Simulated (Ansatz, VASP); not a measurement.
GaN: VASP beside Ansatz

```
CELL_PARAMETERS angstrom
3.18000 0.00000 0.00000
-1.59000 2.75396 0.00000
0.00000 0.00000 5.16600
ATOMIC_POSITIONS crystal
Ga 0.33333 0.66667 0.00000
Ga 0.66667 0.33333 0.50000
N 0.33333 0.66667 0.37500
N 0.66667 0.33333 0.87500
```

Alike in both runs: task relaxation of cell and atoms; functional RPBE; k mesh 12 × 12 × 4; no spin polarisation.

|  | VASP | Ansatz |
| --- | --- | --- |
| version | VASP 6.6.1 | Ansatz 0.2.0 |
| potentials or method | VASP PAW PBE potentials, release 64 (Ga_d, N), cutoff 600 eV | plane waves, PAW |
| occupations | gaussian, width 0.01 eV | fixed |
| valence electrons in the cell | 36 | 36 |

Ansatz gave:

```
relaxed volume (Å³/atom)                                     : 12.04
relaxed cell length with the largest relative difference (Å) : 3.244
```

Task: Estimate VASP's values.

Result: Relaxed volume (Å³/atom): 12.03; relaxed cell length with the largest relative difference (Å): 3.243.

VASP's potentials were made for PBE, not for RPBE.
